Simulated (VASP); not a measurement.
A run of VASP 6.6.1 is set up as follows.

The input INCAR:

```
SYSTEM = Ru
PREC = Accurate
ENCUT = 520
EDIFF = 1E-8
ISMEAR = -1
SIGMA = 0.03
LREAL = .False.
LASPH = .True.
NELM = 60
ALGO = Normal
ISIF = 2
LWAVE = .False.
LCHARG = .False.
GGA = PS
LEFG = .True.
NBANDS = 21
```

KPOINTS

```
Automatic mesh
0
Gamma
  14 14 8
  0 0 0
```

POSCAR

```
Ru
1.0
    2.6967497705      0.0000000000      0.0000000000
   -1.3483748852      2.3354538089      0.0000000000
    0.0000000000      0.0000000000      4.2675791572
Ru
2
Direct
    0.3333333333      0.6666666667      0.2500000000
    0.6666666667      0.3333333333      0.7500000000
```

Potentials or basis: VASP PAW PBE potentials, release 64 (Ru_pv).

Command:

```bash
$ cat potpaw_PBE.64/Ru_pv/POTCAR > POTCAR
$ mpirun -np 1 vasp_std > vasp.out
```

Problem. What does it give for the pressure?

Solution. -3.1 GPa.

Problem. Estimate the band gap on the k mesh.

Solution. Zero (band 14 reaches 14.55 eV, above the bottom of band 15 at 11.35 eV).

Electric field gradients, principal values (V/Å²):
```
atom  least  middle  greatest (by size)
1 Ru  6.803   6.806             -13.609
2 Ru  6.803   6.806             -13.609
```

Caveat: without QUAD_EFG the Cq values of the log hold for a quadrupole moment of 1 mb, not for the nuclei; the PAW data sets were made with another functional, which shifts forces and pressure a little.
